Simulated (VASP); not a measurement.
Write the native input for VASP 6.6.1 that does the following.

```yaml
Task: single point
Functional: LDA
Potentials_or_basis: VASP PAW LDA potentials, release 64 (Ir_sv_GW)
Cutoff: 560 eV
k_mesh: 20 × 20 × 20
Occupations: fermi-dirac, width 0.15 eV
Spin: no spin polarisation
Dipole_correction: no
Further_INCAR_settings: ALGO = Normal; EDIFF = 1e-06; NBANDS = 14
```

The structure of Ir lies in POSCAR:

```
Ir
1.0
    0.0000000000      1.9064239767      1.9064239767
    1.9064239767      0.0000000000      1.9064239767
    1.9064239767      1.9064239767      0.0000000000
Ir
1
Direct
    0.0000000000      0.0000000000      0.0000000000
```

These files were run (other wordings do the same):

INCAR

```
PREC = Accurate
ENCUT = 560
EDIFF = 1E-6
ISMEAR = -1
SIGMA = 0.15
LREAL = F
LASPH = T
NELM = 120
ALGO = Normal
ISIF = 2
LWAVE = F
LCHARG = T
LELF = T
LVHAR = T
NBANDS = 14
GGA_COMPAT = F
```

KPOINTS

```
regular mesh
0
Gamma
  20 20 20
```

Potentials or basis: VASP PAW LDA potentials, release 64 (Ir_sv_GW).

Command:

```console
$ cat potpaw_LDA.64/Ir_sv_GW/POTCAR > POTCAR
$ mpirun -np 1 vasp_std > vasp.out
```

Results of the run:

| Quantity | Value |
| --- | --- |
| Pressure | -0.4 GPa |
| Band gap on the k mesh | zero (an odd number of electrons rules out a gap without spin polarisation) |

Caveat: spin-orbit coupling is left out, which moves the levels of the heavy elements.

It took 72 s on 1 thread of AMD EPYC 7R43 64-Core Processor (Zen 3), with other jobs on the host, peak memory 0.14 GiB.
